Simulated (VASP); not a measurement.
Write the native input for VASP 6.6.1 that does the following.

```yaml
Task: relaxation of cell and atoms
Functional: PBE
Potentials_or_basis: VASP PAW PBE potentials, release 64 (P, As, Ga_d)
Cutoff: 600 eV
k_mesh: 12 × 12 × 4
Occupations: fermi-dirac, width 0.02 eV
Spin: no spin polarisation
Dipole_correction: no
Further_INCAR_settings: ALGO = Normal; EDIFF = 1e-06; IBRION = 2; EDIFFG = -0.005; NSW = 80; ISIF = 3
```

The structure of Ga3As2P lies in POSCAR:

```
Ga3As2P
1.0
    3.8153252234      0.0000000000      0.0000000000
   -1.9076626117      3.3041685671      0.0000000000
    0.0000000000      0.0000000000      9.3456000000
P As Ga
1 2 3
Direct
    0.0000000000      0.0000000000      0.0000000000
    0.3333333333      0.6666666667      0.3333333333
    0.6666666667      0.3333333333      0.6666666667
    0.3333333333      0.6666666667      0.0833333333
    0.6666666667      0.3333333333      0.4166666667
    0.0000000000      0.0000000000      0.7500000000
```

The input as run:

INCAR

```
SYSTEM = Ga3As2P
PREC = Accurate
ENCUT = 600
EDIFF = 1E-6
ISMEAR = -1
SIGMA = 0.02
LREAL = .False.
LASPH = .True.
NELM = 60
ALGO = Normal
ISIF = 3
LWAVE = .False.
LCHARG = .False.
GGA = PE
IBRION = 2
NSW = 80
EDIFFG = -0.005
```

KPOINTS

```
regular mesh
0
Gamma
  12 12 4
  0 0 0
```

Potentials or basis: VASP PAW PBE potentials, release 64 (P, As, Ga_d).

Run with:

```console
$ cat potpaw_PBE.64/P/POTCAR potpaw_PBE.64/As/POTCAR potpaw_PBE.64/Ga_d/POTCAR > POTCAR
$ mpirun -np 1 vasp_std > vasp.out
```

It gave:

```yaml
Relaxed_volume: 22.77 Å³/atom
Relaxed_cell: a = 4.008 Å, b = 4.008 Å, c = 9.823 Å, α = 90.00°, β = 90.00°, γ = 120.00°
Space_group_after_relaxing_to_0.05_Å: P3m1 (No. 156)
Energy_gained_by_relaxing: 125.4 meV/atom
Ionic_steps: 15
Pressure_after_relaxing: 0.0 GPa
Largest_force_after_relaxing: 0.005 eV/Å
Band_gap_on_the_k_mesh: 0.51 eV, direct
```

Caveat: the volume moved by over 15 % at a fixed basis, so the end points are rough.

It took 19 min on 1 thread of Intel(R) Xeon(R) 6975P-C (Granite Rapids), with other jobs on the host, peak memory 0.49 GiB.
